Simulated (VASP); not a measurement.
Set up this calculation in VASP 6.6.1, as the native input.

| Quantity | Value |
| --- | --- |
| Task | single point |
| Functional | LDA |
| Potentials or basis | VASP PAW LDA potentials, release 64 (Pd) |
| Cutoff | 520 eV |
| k mesh | 18 × 18 × 18 |
| Occupations | fermi-dirac, width 0.05 eV |
| Spin | no spin polarisation |
| Dipole correction | no |
| Further INCAR settings | ALGO = Normal; EDIFF = 1e-07; NBANDS = 11 |

The structure of Pd lies in POSCAR:

```
Pd
1.0
    0.0000000000      1.9449000000      2.0032470000
    1.9449000000      0.0000000000      2.0032470000
    1.9449000000      1.9449000000      0.0000000000
Pd
1
Direct
    0.0000000000      0.0000000000      0.0000000000
```

This cell differs from its parent crystal: zz strain of +3 %.

One way to write it, as run:

INCAR

```
SYSTEM = Pd
PREC     = Accurate       ! precision mode
ENCUT    = 520            ! plane-wave cutoff, eV
EDIFF    = 1E-7           ! SCF threshold, eV
ISMEAR   = -1             ! smearing method
SIGMA    = 0.05           ! smearing width, eV
LREAL    = .FALSE.        ! projectors in reciprocal space
LASPH    = .TRUE.         ! aspherical terms in the spheres
NELM     = 100            ! most SCF steps
ALGO     = Normal         ! electronic algorithm
ISIF     = 2              ! what is computed and relaxed
LWAVE    = .FALSE.        ! write WAVECAR
LCHARG   = .FALSE.        ! write CHGCAR
GGA      = CA             ! functional
NBANDS   = 11             ! bands
```

KPOINTS

```
Automatic mesh
0
G
  18 18 18
  0 0 0
```

Potentials or basis: VASP PAW LDA potentials, release 64 (Pd).

The run is started by

```bash
$ cat potpaw_LDA.64/Pd/POTCAR > POTCAR
$ mpirun -np 1 vasp_std > vasp.out
```

It gave:

- Pressure: -12.7 GPa
- Band gap on the k mesh: zero (bands 5 and 6 overlap by 1.61 eV)

Caveat: the cell differs from its parent crystal (zz strain of +3 %); the cell stands under tension.

It took 60 s on 1 thread of Intel Xeon 8259CL, with other jobs on the host, peak memory 0.19 GiB.
